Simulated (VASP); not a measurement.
# Cu (Fm-3m) in VASP: a series of runs

Runs on Cu. Level: LDA. Tasks: single point, relaxation of volume and atoms at fixed shape.

Everything below comes from runs of VASP 6.6.1. Logs are shortened: lines on timing, memory, paths and dates and some standing lists are left out, and cuts for length are marked.

## (1) The cell of the first run

It takes space group Fm-3m (No. 225, cubic). The conventional cell has a = 3.517 Å, b = 3.517 Å, c = 3.517 Å, α = 90.00°, β = 90.00°, γ = 90.00°. Within 3.3 Å of Cu (site symmetry m-3m) lie 12 Cu at 2.49 Å.

## (2) Single point, LDA

INCAR

```
PREC = Accurate
ENCUT = 520
EDIFF = 1E-7
ISMEAR = -1
SIGMA = 0.05
LREAL = False
LASPH = True
NELM = 100
ALGO = Normal
ISIF = 2
LWAVE = False
LCHARG = False
NBANDS = 12
```

KPOINTS

```
regular mesh
0
Gamma
  11 11 11
```

POSCAR

```
Cu
1.0
    0.0000000000      1.7583254702      1.7583254702
    1.7583254702      0.0000000000      1.7583254702
    1.7583254702      1.7583254702      0.0000000000
Cu
1
Direct
    0.0000000000      0.0000000000      0.0000000000
```

Potentials or basis: VASP PAW LDA potentials, release 64 (Cu).

Command:

```sh
> cat potpaw_LDA.64/Cu/POTCAR > POTCAR
> mpirun -np 1 vasp_std > vasp.out
```

OUTCAR:

```text
PREC = Accurate
   ENCUT = 520
   EDIFF = 1E-7
   ISMEAR = -1
   LREAL = False
   LASPH = True
   NELM = 100
   ISIF = 2

 ion  position               nearest neighbor table
   1  0.000  0.000  0.000-

  LATTYP: Found a face centered cubic cell.
 ALAT       =     3.5166509404

  Lattice vectors:

 A1 = (   0.0000000000,   1.7583254702,   1.7583254702)
 A2 = (   1.7583254702,   0.0000000000,   1.7583254702)
 A3 = (   1.7583254702,   1.7583254702,   0.0000000000)

Analysis of symmetry for initial positions (statically):
=====================================================================
 Subroutine PRICEL returns:
 Original cell was already a primitive cell.

 Routine SETGRP: Setting up the symmetry group for a
 face centered cubic supercell.

 Subroutine GETGRP returns: Found 48 space group operations
 (whereof 48 operations were pure point group operations)
 out of a pool of 48 trial point group operations.

The static configuration has the point symmetry O_h .

Analysis of symmetry for dynamics (positions and initial velocities):
=====================================================================
 Subroutine PRICEL returns:
 Original cell was already a primitive cell.

 Routine SETGRP: Setting up the symmetry group for a
 face centered cubic supercell.

 Subroutine GETGRP returns: Found 48 space group operations
 (whereof 48 operations were pure point group operations)
 out of a pool of 48 trial point group operations.

The dynamic configuration has the point symmetry O_h .

 Subroutine INISYM returns: Found 48 space group operations
 (whereof 48 operations are pure point group operations),
 and found     1 'primitive' translations

----------------------------------------------------------------------------------------

                                     Primitive cell

  volume of cell :      10.8725

  direct lattice vectors                    reciprocal lattice vectors
     0.000000000  1.758325470  1.758325470    -0.284361461  0.284361461  0.284361461
     1.758325470  0.000000000  1.758325470     0.284361461 -0.284361461  0.284361461
     1.758325470  1.758325470  0.000000000     0.284361461  0.284361461 -0.284361461

  length of vectors
     2.486647727  2.486647727  2.486647727     0.492528499  0.492528499  0.492528499

  position of ions in fractional coordinates (direct lattice)
     0.000000000  0.000000000  0.000000000

  ion indices of the primitive-cell ions
[... 74 lines left out ...]
   EDIFF  = 0.1E-06   stopping-criterion for ELM
   LREAL  =      F    real-space projection
   EDIFFG = 0.1E-05   stopping-criterion for IOM
   NSW    =      0    number of steps for IOM
   IBRION =     -1    ionic relax: 0-MD 1-quasi-New 2-CG
   NFREE  =      0    steps in history (QN), initial steepest desc. (CG)
   ISIF   =      2    stress and relaxation
   ISYM   =      2    0-nonsym 1-usesym 2-fastsym
   POTIM  = 0.5000    time-step for ionic-motion
   TEBEG  =    0.0;   TEEND  =   0.0 temperature during run
   PSTRESS=    0.0 pullay stress
   NELECT =      11.0000    total number of electrons
   NUPDOWN=      -1.0000    fix difference up-down
   EMIN   =  10.00;   EMAX   =-10.00  energy-range for DOS
   EFERMI =   0.00;   METHOD = LEGACY
   ISMEAR =    -1;   SIGMA  =   0.05  broadening in eV -4-tet -1-fermi 0-gaus
   EFERMI_NEDOS =   21; number of points for ismear=-14 and -15
   IALGO  =     38    algorithm
   IMIX   =      4    mixing-type and parameters
     AMIX     =   0.40;   BMIX     =  1.00
     AMIX_MAG =   1.60;   BMIX_MAG =  1.00
  volume/ion in A,a.u.               =      10.87        73.37
  Fermi-wavevector in a.u.,A,eV,Ry     =   1.643475  3.105718 36.749477  2.701010
  Thomas-Fermi vector in A             =   2.733603
   LORBIT       =      0    0 simple, 1 ext, 2 COOP (PROOUT), +10 PAW based schemes
   GGA     = CA    functional components
   LHFCALC =     F    Hartree Fock is set to
   AEXX    =    0.0000 exact exchange contribution
   IVDW    =     0    specifies the selected vdW correction
   LEPSILON=     F    determine dielectric tensor
   LRPA    =     F    only Hartree local field effects (RPA)
 non-spin polarized calculation
  energy-cutoff  :      520.00
  volume of cell :       10.87
 maximum number of plane-waves:       303
   NGX =  9   NGY =  9   NGZ =  9

 number of electron      10.9999994 magnetization

 Free energy of the ion-electron system (eV)
  ---------------------------------------------------
  ext. energy  EPLUGINS =         0.00000000
  ---------------------------------------------------
  free energy    TOTEN  =        -4.71475412 eV

  energy without entropy =       -4.71334290  energy(sigma->0) =       -4.71404851

 E-fermi :   8.4981     XC(G=0): -13.5937

 val. band max:        8.3874824138   @ k =   0.4545   0.2727   0.0000
 cond. band min:       8.5930325346   @ k =   0.4545   0.3636   0.0000
 fundamental gap:      0.2055501208
 Fermi energy:         8.4981093386

 k-point     1 :       0.0000    0.0000    0.0000
  band No.  band energies     occupation
      1      -1.5740      2.00000
      2       5.0783      2.00000
      3       5.0783      2.00000
      4       5.0783      2.00000
      5       6.0300      2.00000
      6       6.0300      2.00000
      7      31.7550      0.00000
      8      34.8871      0.00000
      9      34.8871      0.00000
     10      34.8871      0.00000
     11      37.5065      0.00000
     12      37.5065      0.00000
[... 331 lines left out ...]
 k-point    24 :      -0.1818    0.1818    0.0000
  band No.  band energies     occupation
      1       1.4998      2.00000
      2       4.5519      2.00000
      3       5.1466      2.00000
      4       5.6392      2.00000
      5       5.6608      2.00000
      6       6.7502      2.00000
      7      22.4816      0.00000
      8      23.2978      0.00000
      9      33.5795      0.00000
     10      34.0448      0.00000
     11      36.7956      0.00000
     12      39.2237      0.00000

 [... further k-points ...]
[... 5 lines left out ...]
  --------------------------------------------------------------------------------------
  -------------------------------------------------------------------------------------
  Total        0.0578572      0.0578572      0.0578572      0.0000000      0.0000000      0.0000000
  in kB        8.5259045      8.5259045      8.5259045      0.0000000      0.0000000      0.0000000
  external PRESSURE =       8.5259045 kB  Pullay stress =       0.0000000 kB

 VOLUME and BASIS-vectors are now :
 -----------------------------------------------------------------------------
  energy-cutoff  :      520.00
  volume of cell :       10.87
      direct lattice vectors                 reciprocal lattice vectors
     0.000000000  1.758325470  1.758325470    -0.284361461  0.284361461  0.284361461
     1.758325470  0.000000000  1.758325470     0.284361461 -0.284361461  0.284361461
     1.758325470  1.758325470  0.000000000     0.284361461  0.284361461 -0.284361461

 POSITION                                       TOTAL-FORCE (eV/Angst)
 -----------------------------------------------------------------------------------
      0.00000      0.00000      0.00000        -0.000000      0.000000     -0.000000
 -----------------------------------------------------------------------------------
    total drift:                                0.000000     -0.000000      0.000000

  FREE ENERGIE OF THE ION-ELECTRON SYSTEM (eV)
  ---------------------------------------------------
  free  energy   TOTEN  =        -4.7147541180 eV

  energy  without entropy=       -4.7133429046  energy(sigma->0) =       -4.71404851
```

stdout:

```text
POSCAR found type information on POSCAR Cu
 POSCAR found :  1 types and       1 ions
 scaLAPACK will be used
 LDA part: xc-table for (Slater(with rela. corr.)+CA(PZ))
 , standard interpolation
 POSCAR, INCAR and KPOINTS ok, starting setup
 FFT: planning ... GRIDC
 FFT: planning ... GRID_SOFT
 FFT: planning ... GRID
 WAVECAR not read
 entering main loop
```

Wall time 9.8 s (1 thread of AMD EPYC 7R43 (Zen 3), shared host); peak memory 0.08 GiB.

Results:

* Free energy: -4.7148 eV
* Pressure: 0.9 GPa

Levels at points of the mesh, in eV from the Fermi level:
```tsv
k point	band 3	band 4	band 5	band 6	band 7	band 8	band 9	band 10
(0.00, 0.00, 0.00)	-3.42	-3.42	-2.47	-2.47	23.26	26.39	26.39	26.39
```

## (3) Relaxation of volume and atoms at fixed shape, LDA

This run uses another cell than the first one, of 11.81 Å³/atom, 1.086 times its volume.

INCAR

```
SYSTEM = Cu
  PREC = Accurate
  ENCUT = 600
  EDIFF = 1E-6
  ISMEAR = -1
  SIGMA = 0.05
  LREAL = .False.
  LASPH = .True.
  NELM = 80
  ALGO = Normal
  ISIF = 8
  LWAVE = .False.
  LCHARG = .False.
  GGA = CA
  IBRION = 2
  NSW = 80
  EDIFFG = -0.01
```

KPOINTS

```
Automatic mesh
0
Gamma
  11 11 11
  0 0 0
```

POSCAR

```
Cu
1.0
    0.0000000000      1.8075000000      1.8075000000
    1.8075000000      0.0000000000      1.8075000000
    1.8075000000      1.8075000000      0.0000000000
Cu
1
Direct
    0.0000000000      0.0000000000      0.0000000000
```

Potentials or basis: VASP PAW LDA potentials, release 64 (Cu).

Command:

```sh
> cat potpaw_LDA.64/Cu/POTCAR > POTCAR
> mpirun -np 1 vasp_std > vasp.out
```

OUTCAR:

```text
SYSTEM = Cu
   PREC = Accurate
   ENCUT = 600
   EDIFF = 1E-6
   ISMEAR = -1
   LREAL = .False.
   LASPH = .True.
   NELM = 80
   ISIF = 8
   GGA = CA
   IBRION = 2
   NSW = 80
   EDIFFG = -0.01

 ion  position               nearest neighbor table
   1  0.000  0.000  0.000-

  LATTYP: Found a face centered cubic cell.
 ALAT       =     3.6150000000

  Lattice vectors:

 A1 = (   0.0000000000,   1.8075000000,   1.8075000000)
 A2 = (   1.8075000000,   0.0000000000,   1.8075000000)
 A3 = (   1.8075000000,   1.8075000000,   0.0000000000)

Analysis of symmetry for initial positions (statically):
=====================================================================
 Subroutine PRICEL returns:
 Original cell was already a primitive cell.

 Routine SETGRP: Setting up the symmetry group for a
 face centered cubic supercell.

 Subroutine GETGRP returns: Found 48 space group operations
 (whereof 48 operations were pure point group operations)
 out of a pool of 48 trial point group operations.

The static configuration has the point symmetry O_h .

Analysis of symmetry for dynamics (positions and initial velocities):
=====================================================================
 Subroutine PRICEL returns:
 Original cell was already a primitive cell.

 Routine SETGRP: Setting up the symmetry group for a
 face centered cubic supercell.

 Subroutine GETGRP returns: Found 48 space group operations
 (whereof 48 operations were pure point group operations)
 out of a pool of 48 trial point group operations.

The dynamic configuration has the point symmetry O_h .

 Subroutine INISYM returns: Found 48 space group operations
 (whereof 48 operations are pure point group operations),
 and found     1 'primitive' translations
[... 117 lines left out ...]
   LORBIT       =      0    0 simple, 1 ext, 2 COOP (PROOUT), +10 PAW based schemes
   GGA     = CA    functional components
   LHFCALC =     F    Hartree Fock is set to
   AEXX    =    0.0000 exact exchange contribution
   IVDW    =     0    specifies the selected vdW correction
   LEPSILON=     F    determine dielectric tensor
   LRPA    =     F    only Hartree local field effects (RPA)
 conjugate gradient relaxation of ions
 non-spin polarized calculation
  energy-cutoff  :      600.00
  volume of cell :       11.81
 maximum number of plane-waves:       411
   NGX = 11   NGY = 11   NGZ = 11

--------------------------------------- Ionic step        1  -------------------------------------------

 number of electron      11.0000001 magnetization

 Free energy of the ion-electron system (eV)
  ---------------------------------------------------
  ext. energy  EPLUGINS =         0.00000000
  ---------------------------------------------------
  free energy    TOTEN  =        -4.67944593 eV

  energy without entropy =       -4.67799715  energy(sigma->0) =       -4.67872154

------------------------ aborting loop because EDIFF is reached ----------------------------------------

  FORCE on cell =-STRESS in cart. coord.  units (eV):
  Direction    XX          YY          ZZ          XY          YZ          ZX
  --------------------------------------------------------------------------------------
  -------------------------------------------------------------------------------------
  Total       -0.8811831     -0.8811831     -0.8811831      0.0000000     -0.0000000      0.0000000
  in kB     -119.5396103   -119.5396103   -119.5396103      0.0000000     -0.0000000      0.0000000
  external PRESSURE =    -119.5396103 kB  Pullay stress =       0.0000000 kB
[... 57 lines left out ...]
--------------------------------------- Ionic step        3  -------------------------------------------

 number of electron      11.0000000 magnetization

 Free energy of the ion-electron system (eV)
  ---------------------------------------------------
  ext. energy  EPLUGINS =         0.00000000
  ---------------------------------------------------
  free energy    TOTEN  =        -4.71534922 eV

  energy without entropy =       -4.71394492  energy(sigma->0) =       -4.71464707

 E-fermi :   8.4310     XC(G=0): -13.5642

 val. band max:        8.3187607485   @ k =   0.4545   0.2727   0.0000
 cond. band min:       8.5266772007   @ k =   0.4545   0.3636   0.0000
 fundamental gap:      0.2079164522
 Fermi energy:         8.4309949731

 k-point     1 :       0.0000    0.0000    0.0000
  band No.  band energies     occupation
      1      -1.6015      2.00000
      2       5.0278      2.00000
      3       5.0278      2.00000
      4       5.0278      2.00000
      5       5.9724      2.00000
      6       5.9724      2.00000
      7      31.6501      0.00000
      8      34.7419      0.00000
      9      34.7419      0.00000
[... 265 lines left out ...]
 k-point    24 :      -0.1818    0.1818    0.0000
  band No.  band energies     occupation
      1       1.4628      2.00000
      2       4.5058      2.00000
      3       5.0961      2.00000
      4       5.5847      2.00000
      5       5.6063      2.00000
      6       6.6875      2.00000
      7      22.3709      0.00000
      8      23.1816      0.00000
      9      33.4487      0.00000

 [... further k-points ...]
[... 5 lines left out ...]
  --------------------------------------------------------------------------------------
  -------------------------------------------------------------------------------------
  Total       -0.0057778     -0.0057778     -0.0057778     -0.0000000     -0.0000000      0.0000000
  in kB       -0.8472742     -0.8472742     -0.8472742     -0.0000000     -0.0000000      0.0000000
  external PRESSURE =      -0.8472742 kB  Pullay stress =       0.0000000 kB
[... 16 lines left out ...]
  FREE ENERGIE OF THE ION-ELECTRON SYSTEM (eV)
  ---------------------------------------------------
  free  energy   TOTEN  =        -4.7153492229 eV

  energy  without entropy=       -4.7139449239  energy(sigma->0) =       -4.71464707

 reached required accuracy - stopping structural energy minimisation
```

OSZICAR:

```text
N       E                     dE             d eps       ncg     rms          rms(c)
DAV:   1     0.391554823114E+02    0.39155E+02   -0.61146E+03  1024   0.232E+03
DAV:   2    -0.516877429616E+01   -0.44324E+02   -0.42326E+02  1009   0.209E+02
DAV:   3    -0.566461761467E+01   -0.49584E+00   -0.49417E+00  1179   0.326E+01
[... 23 lines left out ...]
DAV:   3    -0.473523416453E+01    0.12198E+00   -0.10015E+00  1059   0.253E+01    0.981E-01
DAV:   4    -0.471575037187E+01    0.19484E-01   -0.47763E-02  1484   0.394E+00    0.156E-01
DAV:   5    -0.471535981551E+01    0.39056E-03   -0.26973E-03  1092   0.128E+00    0.311E-02
DAV:   6    -0.471534971345E+01    0.10102E-04   -0.27767E-05  1458   0.913E-02    0.704E-03
DAV:   7    -0.471534922288E+01    0.49056E-06   -0.33209E-06   637   0.425E-02
   3 F= -.47153492E+01 E0= -.47146471E+01  d E =-.359033E-01
```

It took 16 s on 1 thread of AMD EPYC 7R43 (Zen 3), shared host; peak memory 0.09 GiB.

What came out:

```yaml
Free_energy: -4.7153 eV
Relaxed_volume: 10.93 Å³/atom
Relaxed_cell: a = 2.491 Å, b = 2.491 Å, c = 2.491 Å, α = 60.00°, β = 60.00°, γ = 60.00°
Space_group_after_relaxing_to_0.05_Å: Fm-3m (No. 225)
Energy_gained_by_relaxing: 35.9 meV/atom
Ionic_steps: 3
Pressure_after_relaxing: -0.1 GPa
```

The path:
```
step  energy change (eV)  largest force (eV/Å)  pressure (GPa)  volume (Å³)
   1              0.0000                0.0000          -11.95        11.81
   2             -0.0178                0.0000           11.03        10.37
   3             -0.0359                0.0000           -0.08        10.93
```

Final structure:
```
Cu
1.0
     0.00000    1.76119    1.76119
     1.76119    0.00000    1.76119
     1.76119    1.76119    0.00000
Cu
1
Cartesian
  0.0000 0.0000 0.0000
```

## (4) Relaxation of volume and atoms at fixed shape, LDA

This run uses another cell than the first one, of 11.81 Å³/atom, 1.086 times its volume.

INCAR

```
SYSTEM = Cu
  PREC = Accurate
  ENCUT = 700
  EDIFF = 1E-7
  ISMEAR = -1
  SIGMA = 0.05
  LREAL = .False.
  LASPH = .True.
  NELM = 120
  ALGO = Normal
  ISIF = 8
  LWAVE = .False.
  LCHARG = .False.
  GGA = CA
  IBRION = 2
  NSW = 80
  EDIFFG = -0.01
  GGA_COMPAT = .False.
  NELMIN = 4
```

KPOINTS is that of step 3.

POSCAR is that of step 3.

Potentials or basis: VASP PAW LDA potentials, release 64 (Cu_sv_GW).

Command:

```sh
> cat potpaw_LDA.64/Cu_sv_GW/POTCAR > POTCAR
> mpirun -np 1 vasp_std > vasp.out
```

Run time: 23 s. Hardware: 1 thread of Intel Xeon Platinum 8559C (Emerald Rapids), shared host; peak memory 0.16 GiB.

The run converged. Its results:

- Free energy: -4.8923 eV
- Relaxed volume: 10.69 Å³/atom
- Relaxed cell: a = 2.473 Å, b = 2.473 Å, c = 2.473 Å, α = 60.00°, β = 60.00°, γ = 60.00°
- Space group after relaxing (to 0.05 Å): Fm-3m (No. 225)
- Energy gained by relaxing: 66.0 meV/atom
- Ionic steps: 4
- Pressure after relaxing: 0.1 GPa

Step by step:
```csv
step,energy change (eV),largest force (eV/Å),pressure (GPa),volume (Å³)
1,0.0000,0.0000,-17.06,11.81
2,-0.0027,0.0000,24.30,9.79
3,-0.0660,0.0000,-0.26,10.71
4,-0.0660,0.0000,0.11,10.69
```

Final structure:
```yaml
crystal:
  lattice:
    - [0.00000, 1.74838, 1.74838]
    - [1.74838, 0.00000, 1.74838]
    - [1.74838, 1.74838, 0.00000]
  atoms:
    - { symbol: Cu, position: [0.00000, 0.00000, 0.00000] }
```

Levels at points of the mesh, in eV from the Fermi level:
```
           k point  band 7  band 8  band 9  band 10  band 11  band 12  band 13
(0.00, 0.00, 0.00)   -3.45   -3.45   -2.46    -2.46    23.42    26.66    26.66
```

## (5) The runs side by side

| task | potentials or basis | cell | cutoff (eV) | second run | gap on the mesh (eV) | pressure (GPa) | relaxed volume (Å³/atom) |
| --- | --- | --- | --- | --- | --- | --- | --- |
| single point | VASP PAW LDA potentials, release 64 (Cu) | a = 2.487 Å, angles 60.0°, 1 atom | 520 | - | none | 0.9 | - |
| relaxation of volume and atoms at fixed shape | VASP PAW LDA potentials, release 64 (Cu) | relaxed from a = 2.556 Å, angles 60.0°, 1 atom | 600 | - | none | -0.1 | 10.93 |
| relaxation of volume and atoms at fixed shape | VASP PAW LDA potentials, release 64 (Cu_sv_GW) | relaxed from a = 2.556 Å, angles 60.0°, 1 atom | 700 | valence_matched | none | 0.1 | 10.69 |

Alike in all rows: level LDA; no spin polarisation; k mesh 11 × 11 × 11; smearing fermi-dirac 0.05 eV.

Absolute energies hang on the potentials; compare differences alone.
